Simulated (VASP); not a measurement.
Here is a VASP 6.6.1 calculation.

INCAR

```
  ALGO = Normal
  EDIFF = 1E-6
  ENCUT = 520
  GGA = PE
  ISIF = 2
  ISMEAR = 0
  LASPH = T
  LCHARG = F
  LREAL = F
  LWAVE = F
  NBANDS = 21
  NELM = 80
  PREC = Accurate
  SIGMA = 0.1
```

Contents of KPOINTS:

```
k-points
0
Gamma
  4 4 4
```

POSCAR

```
Na2Al2O
1.0
    4.1961105500      0.0000000000      0.0000000000
    0.0000000000      4.1961105500      0.0000000000
    0.0000000000      0.0000000000      5.6447105100
Na Al O
2 2 1
Direct
    0.0000000000      0.0000000000      0.7502017000
    0.0000000000      0.0000000000      0.2497983000
    0.0000000000      0.5000000000      0.0000000000
    0.5000000000      0.0000000000      0.0000000000
    0.5000000000      0.5000000000      0.5000000000
```

Potentials or basis: VASP PAW PBE potentials, release 64 (Na_pv, Al, O).

Run with:

```bash
$ cat potpaw_PBE.64/Na_pv/POTCAR potpaw_PBE.64/Al/POTCAR potpaw_PBE.64/O/POTCAR > POTCAR
$ mpirun -np 1 vasp_std > vasp.out
```

(1) Estimate the band gap on the k mesh.

(2) Predict the largest force.

Answers

(1) zero (bands 13 and 14 overlap by 2.16 eV).

(2) 4.001 eV/Å.

Caveat: the k points lie up to 0.37 Å⁻¹ apart, too coarse for converged energies and pressures of a metal; forces of over 1 eV/Å act on the atoms, so gaps and moduli don't describe the material at rest.
